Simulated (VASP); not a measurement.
Crystal: Pt.

```
Pt
1.0
     2.77405    0.00000    0.00000
    -1.38702    2.40239    0.00000
     0.00000    0.00000    9.06004
Pt
4
Direct
  0.00000 0.00000 0.00000
  0.00000 0.00000 0.50000
  0.33333 0.66667 0.25000
  0.66667 0.33333 0.75000
```

- Program: VASP 6.6.1
- Task: relaxation of cell and atoms
- Functional: BLYP
- Potentials or basis: VASP PAW PBE potentials, release 64 (Pt)
- Cutoff: 600 eV
- k mesh: 13 × 13 × 4
- Occupations: fermi-dirac, width 0.1 eV
- Spin: no spin polarisation

At the start: pressure 27.9 GPa; volume 15.09 Å³/atom.

**Question.** How do energy, volume and symmetry change on relaxing?

**Answer.** Over 10 steps the energy falls by 133.7 meV/atom and the volume is 16.80 Å³/atom (+11.3 %); space group P6_3/mmc (No. 194, to 0.05 Å).

The path:
```
step  energy change (eV)  largest force (eV/Å)  pressure (GPa)  volume (Å³)
   1              0.0000                0.0000           27.87        60.38
   2              1.3690                0.0000          -23.75        86.35
   3             -0.5240                0.0000           -2.03        67.89
   4             -0.5282                0.0000           -0.43        67.31
   5             -0.5284                0.0000           -0.01        67.17
   6             -0.5322                0.0000            0.02        67.15
   7             -0.5348                0.0000            0.20        67.11
   8             -0.5348                0.0000            0.19        67.11
   9             -0.5346                0.0000           -0.45        67.33
  10             -0.5349                0.0000            0.00        67.18
```

Final structure:
```cif
data_structure
_symmetry_space_group_name_H-M 'P 1'
_symmetry_Int_Tables_number 1
_cell_length_a 2.8484
_cell_length_b 2.8484
_cell_length_c 9.5612
_cell_angle_alpha 90.000
_cell_angle_beta 90.000
_cell_angle_gamma 120.000
_cell_volume 67.18
loop_
_atom_site_label
_atom_site_type_symbol
_atom_site_fract_x
_atom_site_fract_y
_atom_site_fract_z
_atom_site_occupancy
Pt1 Pt 0.00000 0.00000 0.00000 1
Pt2 Pt 0.00000 0.00000 0.50000 1
Pt3 Pt 0.33333 0.66667 0.25000 1
Pt4 Pt 0.66667 0.33333 0.75000 1
```

Caveat: the PAW data sets were made with another functional, which shifts forces and pressure a little.
